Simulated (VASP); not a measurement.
P5C: single point with PBE

P5C:

```
P C
1.0
     5.46503    0.00000    0.00000
    -2.73252    4.73285    0.00000
     0.00000    0.00000    3.03434
P C
5 1
Direct
  0.00000 0.70913 0.00000
  0.70913 0.00000 0.00000
  0.29087 0.29087 0.00000
  0.66667 0.33333 0.50000
  0.33333 0.66667 0.50000
  0.00000 0.00000 0.50000
```

The cell was generated, and may not be a known phase.

| Property | Result |
| --- | --- |
| Program | VASP 6.6.1 |
| Task | single point |
| Functional | PBE |
| Potentials or basis | VASP PAW PBE potentials, release 64 (P, C) |
| Cutoff | 520 eV |
| k mesh | 12 × 12 × 12 |
| Occupations | gaussian, width 0.1 eV |
| Spin | no spin polarisation |

```yaml
Pressure: -0.2 GPa
Largest_force: 0.005 eV/Å
Band_gap_on_the_k_mesh: zero (an odd number of electrons rules out a gap without spin polarisation)
```

Forces on the atoms (eV/Å):
```
P    0.002 -0.004  0.000
P   -0.005  0.000  0.000
P    0.002  0.004  0.000
P    0.000  0.000  0.000
P    0.000  0.000  0.000
C    0.000  0.000  0.000
```

Levels at points of the mesh, in eV from the Fermi level:
| k point | band 10 | band 11 | band 12 | band 13 | band 14 | band 15 | band 16 | band 17 | band 18 | band 19 |
| --- | --- | --- | --- | --- | --- | --- | --- | --- | --- | --- |
| (0.00, 0.00, 0.00) | -1.66 | -1.66 | -0.38 | 1.20 | 1.20 | 1.24 | 2.08 | 2.54 | 2.54 | 3.18 |
| (0.50, 0.00, 0.00) | -3.45 | -1.69 | -1.39 | -0.52 | -0.41 | 0.43 | 1.98 | 2.00 | 3.43 | 3.65 |
| (0.00, 0.00, 0.50) | -6.86 | -4.21 | -4.21 | -4.03 | -4.03 | 0.92 | 0.92 | 2.11 | 2.11 | 3.35 |
| (0.50, 0.00, 0.50) | -4.14 | -3.94 | -3.52 | -1.85 | -1.54 | -1.14 | -0.72 | -0.36 | -0.19 | 2.58 |

Run time: 5 min on 1 thread of Intel Xeon 8259CL (shared host), peak memory 0.32 GiB.

Caveat: an odd number of electrons without spin polarisation forces a metal; a magnetic or distorted state may lie lower.
